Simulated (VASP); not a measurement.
Here is a VASP 6.6.1 calculation.

POSCAR

```
BaTiO3
1.0
    2.8368574818      1.6378604308      2.3209153037
   -2.8368574818      1.6378604308      2.3209153037
    0.0000000000     -3.2757208616      2.3209153037
Ba Ti O
1 1 3
Direct
   -0.0015516592     -0.0015516592     -0.0015516592
    0.5061941608      0.5061941608      0.5061941608
    0.4907343273      0.9849898438      0.4907343273
    0.4907343273      0.4907343273      0.9849898438
    0.9849898438      0.4907343273      0.4907343273
```

File INCAR.step1:

```
SYSTEM = BaTiO3
PREC = Accurate
ENCUT = 520
ISMEAR = 0
SIGMA = 0.02
LREAL = .False.
LASPH = .True.
NELM = 150
LMAXMIX = 4
LDAU = .True.
LDAUTYPE = 2
LDAUL = -1 2 -1
LDAUU = 0 4 0
LDAUJ = 0 0 0
NBANDS = 28
GGA = PE
ALGO = Normal
EDIFF = 1E-4
LWAVE = .True.
LCHARG = .False.
```

Contents of INCAR.step2:

```
SYSTEM = BaTiO3
PREC = Accurate
ENCUT = 520
EDIFF = 1E-6
ISMEAR = 0
SIGMA = 0.02
LREAL = .False.
LASPH = .True.
NELM = 150
ALGO = Normal
ISIF = 2
LWAVE = .False.
LCHARG = .False.
LMAXMIX = 4
LDAU = .True.
LDAUTYPE = 2
LDAUL = -1 2 -1
LDAUU = 0 4 0
LDAUJ = 0 0 0
LDAUPRINT = 1
METAGGA = R2SCAN
LMIXTAU = .True.
NBANDS = 28
ISTART = 1
```

KPOINTS

```
regular mesh
0
Gamma
  6 6 6
  0 0 0
```

Potentials or basis: VASP PAW PBE potentials, release 64 (Ba_sv, Ti_sv, O).

The run is started by

```bash
$ cat potpaw_PBE.64/Ba_sv/POTCAR potpaw_PBE.64/Ti_sv/POTCAR potpaw_PBE.64/O/POTCAR > POTCAR
$ cp INCAR.step1 INCAR
$ mpirun -np 1 vasp_std > vasp.out
$ cp INCAR.step2 INCAR
$ mpirun -np 1 vasp_std > vasp.out
```

Problem. Predict the band gap on the k mesh.

Solution. 2.90 eV (least direct gap 3.20 eV).

Problem. What does it give for the largest force?

Solution. 0.537 eV/Å.

Problem. What does it give for the pressure?

Solution. 3.9 GPa.

Eigenvalues of the final occupation matrices:
```tsv
site	spin	trace	eigenvalues
site 2 d	1	0.77	0.10 0.10 0.10 0.24 0.24
site 2 d	2	0.77	0.10 0.10 0.10 0.24 0.24
```

Caveat: the cell stands under pressure; the PAW data sets were made with another functional, which shifts forces and pressure a little; spin-orbit coupling is left out, which moves the levels of the heavy elements. A k mesh can miss the band edges.
